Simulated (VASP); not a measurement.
# SrGe2Mo2 (P4/mmm) in VASP: a series of runs

The runs below take SrGe2Mo2 through single point, with PBE.

Everything below comes from runs of VASP 6.6.1. Logs are shortened: lines on timing, memory, paths and dates and some standing lists are left out, and cuts for length are marked.

## (1) The cell of the first run

Symmetry: P4/mmm, No. 123, tetragonal system. The conventional cell has a = 4.661 Å, b = 4.661 Å, c = 4.967 Å, α = 90.00°, β = 90.00°, γ = 90.00°. Within 4.7 Å of Sr (site symmetry 4/mmm) lie 8 Ge at 3.41 Å and 8 Mo at 3.47 Å and 4 Sr at 4.66 Å. Within 3.6 Å of Ge (site symmetry mmm) lie 4 Mo at 2.72 Å and 4 Ge at 3.30 Å and 4 Sr at 3.41 Å. Within 2.9 Å of Mo (site symmetry 4mm) lie 2 Mo at 2.15 to 2.81 Å and 4 Ge at 2.72 Å.

The cell was built from a structure type or drawn by symmetry, and may not be a known phase.

## (2) Single point, PBE

INCAR reads:

```
  PREC = Accurate
  ENCUT = 520
  EDIFF = 1E-7
  ISMEAR = 0
  SIGMA = 0.1
  LREAL = False
  LASPH = True
  NELM = 60
  ALGO = Normal
  ISIF = 2
  LWAVE = False
  LCHARG = False
  GGA = PE
  NBANDS = 41
```

KPOINTS reads:

```
Automatic mesh
0
Gamma
  4 4 4
```

POSCAR reads:

```
SrGe2Mo2
1.0
    4.6607622628      0.0000000000      0.0000000000
    0.0000000000      4.6607622628      0.0000000000
    0.0000000000      0.0000000000      4.9666801441
Sr Ge Mo
1 2 2
Direct
    0.0000000000      0.0000000000      0.0000000000
    0.0000000000      0.5000000000      0.5000000000
    0.5000000000      0.0000000000      0.5000000000
    0.5000000000      0.5000000000      0.2167716198
    0.5000000000      0.5000000000      0.7832283802
```

Potentials or basis: VASP PAW PBE potentials, release 64 (Sr_sv, Ge_d, Mo_sv).

On the command line:

```bash
cat potpaw_PBE.64/Sr_sv/POTCAR potpaw_PBE.64/Ge_d/POTCAR potpaw_PBE.64/Mo_sv/POTCAR > POTCAR
mpirun -np 1 vasp_std > vasp.out
```

OUTCAR:

```text
PREC = Accurate
   ENCUT = 520
   EDIFF = 1E-7
   ISMEAR = 0
   LREAL = False
   LASPH = True
   NELM = 60
   ISIF = 2
   GGA = PE

 ion  position               nearest neighbor table
   1  0.000  0.000  0.000-   2 3.41   3 3.41   2 3.41   3 3.41   2 3.41   2 3.41   3 3.41   3 3.41
                             5 3.47   5 3.47   4 3.47   4 3.47   5 3.47   4 3.47   4 3.47   5 3.47
   2  0.000  0.500  0.500-   4 2.72   5 2.72   4 2.72   5 2.72   1 3.41   1 3.41   1 3.41   1 3.41

   3  0.500  0.000  0.500-   4 2.72   5 2.72   4 2.72   5 2.72   1 3.41   1 3.41   1 3.41   1 3.41

   4  0.500  0.500  0.217-   5 2.15   3 2.72   2 2.72   3 2.72   2 2.72   5 2.81   1 3.47   1 3.47
                             1 3.47   1 3.47
   5  0.500  0.500  0.783-   4 2.15   3 2.72   2 2.72   3 2.72   2 2.72   4 2.81   1 3.47   1 3.47
                             1 3.47   1 3.47

  LATTYP: Found a simple tetragonal cell.
 ALAT       =     4.6607622628
 C/A-ratio  =     1.0656368774

  Lattice vectors:

 A1 = (   4.6607622628,   0.0000000000,   0.0000000000)
 A2 = (   0.0000000000,   4.6607622628,   0.0000000000)
 A3 = (   0.0000000000,   0.0000000000,   4.9666801441)

Analysis of symmetry for initial positions (statically):
=====================================================================
 Subroutine PRICEL returns:
 Original cell was already a primitive cell.

 Routine SETGRP: Setting up the symmetry group for a
 simple tetragonal supercell.

 Subroutine GETGRP returns: Found 16 space group operations
 (whereof 16 operations were pure point group operations)
 out of a pool of 16 trial point group operations.

The static configuration has the point symmetry D_4h.

Analysis of symmetry for dynamics (positions and initial velocities):
=====================================================================
 Subroutine PRICEL returns:
 Original cell was already a primitive cell.

 Routine SETGRP: Setting up the symmetry group for a
 simple tetragonal supercell.

 Subroutine GETGRP returns: Found 16 space group operations
 (whereof 16 operations were pure point group operations)
 out of a pool of 16 trial point group operations.

The dynamic configuration has the point symmetry D_4h.

 Subroutine INISYM returns: Found 16 space group operations
 (whereof 16 operations are pure point group operations),
 and found     1 'primitive' translations

----------------------------------------------------------------------------------------

                                     Primitive cell

[... 91 lines left out ...]
   EDIFFG = 0.1E-05   stopping-criterion for IOM
   NSW    =      0    number of steps for IOM
   IBRION =     -1    ionic relax: 0-MD 1-quasi-New 2-CG
   NFREE  =      0    steps in history (QN), initial steepest desc. (CG)
   ISIF   =      2    stress and relaxation
   ISYM   =      2    0-nonsym 1-usesym 2-fastsym
   POTIM  = 0.5000    time-step for ionic-motion
   TEBEG  =    0.0;   TEEND  =   0.0 temperature during run
   PSTRESS=    0.0 pullay stress
   NELECT =      66.0000    total number of electrons
   NUPDOWN=      -1.0000    fix difference up-down
   EMIN   =  10.00;   EMAX   =-10.00  energy-range for DOS
   EFERMI =   0.00;   METHOD = LEGACY
   ISMEAR =     0;   SIGMA  =   0.10  broadening in eV -4-tet -1-fermi 0-gaus
   EFERMI_NEDOS =   21; number of points for ismear=-14 and -15
   IALGO  =     38    algorithm
   IMIX   =      4    mixing-type and parameters
     AMIX     =   0.40;   BMIX     =  1.00
     AMIX_MAG =   1.60;   BMIX_MAG =  1.00
  volume/ion in A,a.u.               =      21.58       145.62
  Fermi-wavevector in a.u.,A,eV,Ry     =   1.389727  2.626203 26.277485  1.931341
  Thomas-Fermi vector in A             =   2.513730
   LORBIT       =      0    0 simple, 1 ext, 2 COOP (PROOUT), +10 PAW based schemes
   GGA     = PE    functional components
   LHFCALC =     F    Hartree Fock is set to
   AEXX    =    0.0000 exact exchange contribution
   IVDW    =     0    specifies the selected vdW correction
   LEPSILON=     F    determine dielectric tensor
   LRPA    =     F    only Hartree local field effects (RPA)
 non-spin polarized calculation
 Gauss-broadening in eV      SIGMA  =   0.10
  energy-cutoff  :      520.00
  volume of cell :      107.89
 maximum number of plane-waves:      2939
 NGX is ok and might be reduce to    36
   NGX = 17   NGY = 17   NGZ = 19

 number of electron      66.0000020 magnetization

 Free energy of the ion-electron system (eV)
  ---------------------------------------------------
  ext. energy  EPLUGINS =         0.00000000
  ---------------------------------------------------
  free energy    TOTEN  =       -31.85980689 eV

  energy without entropy =      -31.84386559  energy(sigma->0) =      -31.85183624

 E-fermi :   6.5706     XC(G=0): -10.8691

 val. band max:        6.5335663749   @ k =   0.5000   0.2500   0.5000
 cond. band min:       6.5744650811   @ k =   0.5000   0.5000   0.0000
 fundamental gap:      0.0408987062
 Fermi energy:         6.5705970102

 k-point     1 :       0.0000    0.0000    0.0000
  band No.  band energies     occupation
      1     -54.4234      2.00000
      2     -53.7590      2.00000
      3     -29.9887      2.00000
      4     -28.4183      2.00000
      5     -28.4183      2.00000
      6     -28.2607      2.00000
[... 781 lines left out ...]
     40      10.7002      0.00000
     41      11.2286      0.00000

------------------------ aborting loop because EDIFF is reached ----------------------------------------

  FORCE on cell =-STRESS in cart. coord.  units (eV):
  Direction    XX          YY          ZZ          XY          YZ          ZX
  --------------------------------------------------------------------------------------
  -------------------------------------------------------------------------------------
  Total        0.1486104      0.1486104      0.7780612      0.0000000     -0.0000000      0.0000000
  in kB        2.2068846      2.2068846     11.5543167      0.0000000     -0.0000000      0.0000000
  external PRESSURE =       5.3226953 kB  Pullay stress =       0.0000000 kB

 VOLUME and BASIS-vectors are now :
 -----------------------------------------------------------------------------
  energy-cutoff  :      520.00
  volume of cell :      107.89
      direct lattice vectors                 reciprocal lattice vectors
     4.660762263  0.000000000  0.000000000     0.214557178  0.000000000  0.000000000
     0.000000000  4.660762263  0.000000000     0.000000000  0.214557178  0.000000000
     0.000000000  0.000000000  4.966680144     0.000000000  0.000000000  0.201341736

 POSITION                                       TOTAL-FORCE (eV/Angst)
 -----------------------------------------------------------------------------------
      0.00000      0.00000      0.00000        -0.000000     -0.000000     -0.000000
      0.00000      2.33038      2.48334        -0.000000     -0.000000     -0.000000
      2.33038      0.00000      2.48334        -0.000000     -0.000000     -0.000000
      2.33038      2.33038      1.07664        -0.000000      0.000000      0.299236
      2.33038      2.33038      3.89004         0.000000      0.000000     -0.299236
 -----------------------------------------------------------------------------------
    total drift:                                0.000000      0.000000      0.000000

  FREE ENERGIE OF THE ION-ELECTRON SYSTEM (eV)
  ---------------------------------------------------
  free  energy   TOTEN  =       -31.8598068850 eV

  energy  without entropy=      -31.8438655888  energy(sigma->0) =      -31.85183624
```

It took 1.9 min on 1 thread of Intel Xeon 8259CL, shared host; peak memory 0.26 GiB.

What came out:

```yaml
Free_energy: -31.8598 eV
Pressure: 0.5 GPa
Largest_force: 0.299 eV/Å
Band_gap_on_the_k_mesh: zero (bands 33 and 34 overlap by 0.88 eV)
```

Forces in eV/Å, atoms in the order of the input:
```
Sr   0.000  0.000  0.000
Ge   0.000  0.000  0.000
Ge   0.000  0.000  0.000
Mo   0.000  0.000  0.299
Mo   0.000  0.000 -0.299
```

Levels at points of the mesh, in eV from the Fermi level:
| k point | band 29 | band 30 | band 31 | band 32 | band 33 | band 34 | band 35 | band 36 | band 37 | band 38 |
| --- | --- | --- | --- | --- | --- | --- | --- | --- | --- | --- |
| (0.00, 0.00, 0.00) | -1.67 | -1.65 | -0.91 | -0.69 | -0.69 | 0.48 | 0.60 | 2.64 | 2.64 | 3.04 |
| (0.50, 0.00, 0.00) | -2.27 | -2.26 | -0.71 | -0.66 | -0.10 | 0.04 | 0.73 | 0.74 | 1.94 | 3.00 |
| (0.50, 0.50, 0.00) | -2.72 | -1.77 | -1.19 | -1.19 | 0.00 | 0.21 | 0.62 | 1.43 | 2.01 | 3.44 |
| (0.00, 0.00, 0.50) | -1.94 | -1.94 | -1.20 | -0.46 | -0.14 | 0.21 | 0.94 | 0.94 | 2.21 | 2.93 |
| (0.50, 0.00, 0.50) | -2.18 | -2.10 | -1.83 | -1.00 | -0.86 | 0.10 | 0.11 | 0.40 | 1.77 | 2.60 |
| (0.50, 0.50, 0.50) | -1.72 | -1.65 | -1.28 | -1.28 | -0.97 | -0.61 | -0.04 | 0.83 | 1.60 | 1.60 |

## (3) Single point, PBE, collinear spin

INCAR reads:

```
SYSTEM = SrGe2Mo2
PREC = Accurate
ENCUT = 520
EDIFF = 1E-6
ISMEAR = 0
SIGMA = 0.1
LREAL = .FALSE.
LASPH = .TRUE.
NELM = 150
ALGO = Normal
ISIF = 2
LWAVE = .FALSE.
LCHARG = .FALSE.
ISPIN = 2
MAGMOM = 0 0 0 1 1
LORBIT = 11
LMAXMIX = 4
GGA = PE
NBANDS = 45
```

KPOINTS reads:

```
Automatic mesh
0
G
  4 4 4
  0 0 0
```

POSCAR is that of step 2.

Potentials or basis: VASP PAW PBE potentials, release 64 (Sr_sv, Ge_d, Mo_sv).

On the command line:

```bash
cat potpaw_PBE.64/Sr_sv/POTCAR potpaw_PBE.64/Ge_d/POTCAR potpaw_PBE.64/Mo_sv/POTCAR > POTCAR
mpirun -np 1 vasp_std > vasp.out
```

OUTCAR:

```text
SYSTEM = SrGe2Mo2
   PREC = Accurate
   ENCUT = 520
   EDIFF = 1E-6
   ISMEAR = 0
   LREAL = .FALSE.
   LASPH = .TRUE.
   NELM = 150
   ISIF = 2
   ISPIN = 2
   LORBIT = 11
   GGA = PE

 ion  position               nearest neighbor table
   1  0.000  0.000  0.000-   2 3.41   3 3.41   2 3.41   3 3.41   2 3.41   2 3.41   3 3.41   3 3.41
                             5 3.47   5 3.47   4 3.47   4 3.47   5 3.47   4 3.47   4 3.47   5 3.47
   2  0.000  0.500  0.500-   4 2.72   5 2.72   4 2.72   5 2.72   1 3.41   1 3.41   1 3.41   1 3.41

   3  0.500  0.000  0.500-   4 2.72   5 2.72   4 2.72   5 2.72   1 3.41   1 3.41   1 3.41   1 3.41

   4  0.500  0.500  0.217-   5 2.15   3 2.72   2 2.72   3 2.72   2 2.72   5 2.81   1 3.47   1 3.47
                             1 3.47   1 3.47
   5  0.500  0.500  0.783-   4 2.15   3 2.72   2 2.72   3 2.72   2 2.72   4 2.81   1 3.47   1 3.47
                             1 3.47   1 3.47
[... 1962 lines left out ...]
      0.00000      0.00000      0.00000        -0.000000      0.000000      0.000000
      0.00000      2.33038      2.48334        -0.000000      0.000000      0.000000
      2.33038      0.00000      2.48334        -0.000000      0.000000      0.000000
      2.33038      2.33038      1.07664         0.000000     -0.000000      0.299385
      2.33038      2.33038      3.89004         0.000000     -0.000000     -0.299385
 -----------------------------------------------------------------------------------
    total drift:                                0.000000      0.000000      0.000000

  FREE ENERGIE OF THE ION-ELECTRON SYSTEM (eV)
  ---------------------------------------------------
  free  energy   TOTEN  =       -31.8598067873 eV

  energy  without entropy=      -31.8438658734  energy(sigma->0) =      -31.85183633

 total charge

# of ion       s       p       d       tot
------------------------------------------
    1        2.023   5.776   0.252   8.051
    2        1.143   1.173  10.004  12.321
    3        1.143   1.173  10.004  12.321
    4        2.294   6.123   4.289  12.706
    5        2.294   6.123   4.289  12.706
--------------------------------------------------
tot          8.897  20.368  28.839  58.104

 magnetization (x)

# of ion       s       p       d       tot
------------------------------------------
    1        0.000   0.000   0.000   0.000
    2        0.000  -0.000   0.000  -0.000
    3        0.000  -0.000   0.000  -0.000
    4        0.000   0.000   0.000   0.000
    5        0.000   0.000   0.000   0.000
--------------------------------------------------
tot          0.000  -0.000   0.000   0.000
```

OSZICAR:

```text
N       E                     dE             d eps       ncg     rms          rms(c)
DAV:   1     0.839206797862E+03    0.83921E+03   -0.33937E+04  4437   0.306E+03
DAV:   2     0.846342485311E+02   -0.75457E+03   -0.72013E+03  3360   0.867E+02
DAV:   3    -0.254538920150E+02   -0.11009E+03   -0.10560E+03  3565   0.200E+02
DAV:   4    -0.322150155702E+02   -0.67611E+01   -0.66565E+01  4680   0.512E+01
DAV:   5    -0.324714169030E+02   -0.25640E+00   -0.25591E+00  4833   0.858E+00    0.299E+01
DAV:   6    -0.319912437512E+02    0.48017E+00   -0.20535E+00  3657   0.732E+00    0.133E+01
DAV:   7    -0.319080951201E+02    0.83149E-01   -0.79340E-01  3760   0.511E+00    0.794E+00
DAV:   8    -0.318581056544E+02    0.49989E-01   -0.16215E-01  3804   0.251E+00    0.184E+00
DAV:   9    -0.318602173945E+02   -0.21117E-02   -0.26370E-02  4143   0.839E-01    0.560E-01
DAV:  10    -0.318597059123E+02    0.51148E-03   -0.50146E-03  3960   0.413E-01    0.170E-01
DAV:  11    -0.318597761690E+02   -0.70257E-04   -0.56091E-04  4441   0.111E-01    0.851E-02
DAV:  12    -0.318597989125E+02   -0.22743E-04   -0.48068E-05  3986   0.409E-02    0.351E-02
DAV:  13    -0.318598054540E+02   -0.65415E-05   -0.12678E-05  4042   0.188E-02    0.949E-03
DAV:  14    -0.318598065256E+02   -0.10716E-05   -0.17905E-06  3053   0.753E-03    0.445E-03
DAV:  15    -0.318598067873E+02   -0.26174E-06   -0.31608E-07  2095   0.320E-03
   1 F= -.31859807E+02 E0= -.31851836E+02  d E =-.159409E-01  mag=    -0.0000
```

stdout:

```text
POSCAR found type information on POSCAR SrGeMo
 POSCAR found :  3 types and       5 ions
 scaLAPACK will be used
 LDA part: xc-table for (Slater+PW92), standard interpolation
 POSCAR, INCAR and KPOINTS ok, starting setup
 FFT: planning ... GRIDC
 FFT: planning ... GRID_SOFT
 FFT: planning ... GRID
 WAVECAR not read
 entering main loop
```

It took 4.3 min on 1 thread of Intel Xeon 8259CL, shared host; peak memory 0.34 GiB.

What came out:

```
Free energy                                           : -31.8598 eV
Pressure                                              : 0.5 GPa
Largest force                                         : 0.299 eV/Å
Band gap on the k mesh                                : zero (filled and empty bands overlap)
Net moment                                            : 0.00 μB per cell
Valence electrons inside the program's atomic spheres : Sr 8.05; Ge 12.32; Mo 12.71
```

Forces on the atoms (eV/Å):
```
Sr   0.000  0.000  0.000
Ge   0.000  0.000  0.000
Ge   0.000  0.000  0.000
Mo   0.000  0.000  0.299
Mo   0.000  0.000 -0.299
```
